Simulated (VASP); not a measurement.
Crystal: Sn.

```
Sn
1.0
    -1.69122    1.95466    2.10787
     1.69122   -1.95466    2.10787
     1.69122    1.95466   -2.10787
Sn
1
Direct
  0.00000 0.00000 0.00000
```

| Quantity | Value |
| --- | --- |
| Program | VASP 6.6.1 |
| Task | relaxation of cell and atoms |
| Functional | PBE |
| Potentials or basis | VASP PAW PBE potentials, release 64 (Sn_d) |
| Cutoff | 600 eV |
| k mesh | 16 × 16 × 16 |
| Occupations | gaussian, width 0.1 eV |
| Spin | no spin polarisation |

At the start: pressure 0.1 GPa; volume 27.87 Å³/atom.

Q: Where does the relaxation end?

A: Over 18 steps the energy falls by 3.2 meV/atom and the volume is 27.82 Å³/atom (-0.2 %); space group Immm (No. 71, to 0.1 Å) before, I4/mmm (No. 139, to 0.1 Å).

Step by step:
| step | energy change (eV) | largest force (eV/Å) | pressure (GPa) | volume (Å³) |
| --- | --- | --- | --- | --- |
| 1 | 0.0000 | 0.0000 | 0.10 | 27.87 |
| 2 | -0.0006 | 0.0000 | -0.12 | 27.94 |
| 3 | -0.0016 | 0.0000 | -0.49 | 28.13 |
| 4 | -0.0017 | 0.0000 | -0.65 | 28.22 |
| 5 | -0.0020 | 0.0000 | -0.67 | 28.19 |
| 6 | -0.0026 | 0.0000 | -0.41 | 28.08 |
| 7 | -0.0031 | 0.0000 | -0.08 | 27.86 |
| 8 | -0.0031 | 0.0000 | 0.02 | 27.84 |
| 9 | -0.0031 | 0.0000 | -0.02 | 27.85 |
| 10 | -0.0031 | 0.0000 | -0.05 | 27.85 |
| 11 | -0.0032 | 0.0000 | -0.04 | 27.84 |
| 12 | -0.0032 | 0.0000 | -0.02 | 27.81 |
| 13 | -0.0032 | 0.0000 | 0.02 | 27.76 |
| 14 | -0.0032 | 0.0000 | 0.09 | 27.79 |
| 15 | -0.0032 | 0.0000 | 0.05 | 27.80 |
| 16 | -0.0032 | 0.0000 | 0.05 | 27.81 |
| 17 | -0.0032 | 0.0000 | -0.05 | 27.82 |
| 18 | -0.0032 | 0.0000 | -0.01 | 27.82 |

Final structure:
```
Sn
1.0
    -1.71673    2.01147    2.01379
     1.71673   -2.01147    2.01379
     1.71673    2.01147   -2.01379
Sn
1
Cartesian
  0.0000 0.0000 0.0000
```
